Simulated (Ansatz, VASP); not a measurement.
CO2: VASP beside Ansatz

```
CELL_PARAMETERS angstrom
8.58892 0.00000 0.00000
0.00000 8.58892 0.00000
0.00000 0.00000 8.58892
ATOMIC_POSITIONS crystal
C 0.12623 0.54607 0.28344
C 0.43686 0.92097 0.04770
C 0.78354 0.37565 0.54573
C 0.21667 0.16630 0.73906
C 0.45247 0.39668 0.11377
C 0.05335 0.07748 0.31931
C 0.10069 0.74828 0.84952
C 0.75434 0.78967 0.25737
C 0.41232 0.73384 0.51122
C 0.75180 0.92164 0.75031
C 0.81818 0.45843 0.96916
C 0.49252 0.12412 0.43951
O 0.20721 0.48274 0.37250
O 0.04654 0.61108 0.19405
O 0.43879 0.79609 0.99334
O 0.43501 0.04482 0.10407
O 0.68993 0.38331 0.64436
O 0.87636 0.36694 0.44651
O 0.31804 0.07672 0.75766
O 0.11583 0.25511 0.71945
O 0.55720 0.38302 0.20000
O 0.34809 0.41160 0.02772
O 0.02911 0.00270 0.43095
O 0.07794 0.15123 0.20785
O 0.08220 0.86243 0.92176
O 0.11895 0.63464 0.77687
O 0.72019 0.69196 0.34593
O 0.78676 0.88798 0.16897
O 0.45854 0.67256 0.62315
O 0.36592 0.79722 0.39931
O 0.81183 0.82090 0.68087
O 0.69160 0.02274 0.81884
O 0.75674 0.58026 0.96359
O 0.87905 0.33709 0.97491
O 0.37015 0.18255 0.43078
O 0.61532 0.06570 0.44931
```

Alike in both runs: functional PBE; dispersion D3(BJ); k mesh 1 × 1 × 1; occupations fermi-dirac, width 0.05 eV; no spin polarisation.

Ansatz relaxed the structure, and its values are those at the end. VASP's run is a single point on that final structure, the one shown.

|  | VASP | Ansatz |
| --- | --- | --- |
| version | VASP 6.6.1 | Ansatz 0.2.0 |
| potentials or method | VASP PAW PBE potentials, release 64 (C_h, O_h), cutoff 910 eV | scalar-relativistic, plane waves, PAW |
| valence electrons in the cell | 192 | 192 |

```tsv
	VASP	Ansatz	Ansatz less VASP
rms of the force components (eV/Å)	0.009	0.009	-0.0001
```

Noted on VASP's run: the cutoff is short for stress, so the pressure is rough.
